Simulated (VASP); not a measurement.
Wanted: the native input for a VASP 6.6.1 run.

```yaml
Task: relaxation of cell and atoms
Functional: PBE
Potentials_or_basis: VASP PAW PBE potentials, release 64 (Al)
Cutoff: 600 eV
k_mesh: 8 × 8 × 8
Occupations: gaussian, width 0.1 eV
Spin: no spin polarisation
Dipole_correction: no
Further_INCAR_settings: ALGO = Normal; EDIFF = 1e-06; IBRION = 2; EDIFFG = -0.015; NSW = 80; ISIF = 3
```

The structure of Al lies in POSCAR:

```
Al
1.0
   -3.2364514720     -3.2364514720      3.2364514720
   -3.2364514720      3.2364514720     -3.2364514720
    3.2364514720     -3.2364514720     -3.2364514720
Al
8
Direct
    0.5000000000      0.5000000000      0.5000000000
    0.0000000000      0.5000000000      0.5000000000
    0.5000000000      0.0000000000      0.5000000000
    0.0000000000      0.0000000000      0.5000000000
    0.5000000000      0.5000000000      0.0000000000
    0.0000000000      0.5000000000      0.0000000000
    0.5000000000      0.0000000000      0.0000000000
    0.0000000000      0.0000000000      0.0000000000
```

This isn't the form of Al at room conditions, which is fcc.

These files were run (other wordings do the same):

INCAR

```
PREC     = Accurate       # precision mode
ENCUT    = 600            # plane-wave cutoff, eV
EDIFF    = 1E-6           # SCF threshold, eV
ISMEAR   = 0              # smearing method
SIGMA    = 0.1            # smearing width, eV
LREAL    = F              # projectors in reciprocal space
LASPH    = T              # aspherical terms in the spheres
NELM     = 100            # most SCF steps
ALGO     = Normal         # electronic algorithm
ISIF     = 3              # what is computed and relaxed
LWAVE    = F              # write WAVECAR
LCHARG   = F              # write CHGCAR
GGA      = PE             # functional
IBRION   = 2              # ionic algorithm
NSW      = 80             # ionic steps
EDIFFG   = -0.015         # ionic threshold
```

KPOINTS

```
regular mesh
0
Gamma
  8 8 8
```

Potentials or basis: VASP PAW PBE potentials, release 64 (Al).

Command:

```console
$ cat potpaw_PBE.64/Al/POTCAR > POTCAR
$ mpirun -np 1 vasp_std > vasp.out
```

It gave:

The pressure after relaxing is -0.1 GPa and the band gap on the k mesh is zero (bands 12 and 13 overlap by 5.30 eV).

Caveat: the relaxation stopped at its first step, so nothing moved.

It took 75 s on 1 thread of Intel(R) Xeon(R) Platinum 8259CL CPU @ 2.50GHz (Skylake/Cascade Lake) (shared host), peak memory 0.32 GiB.
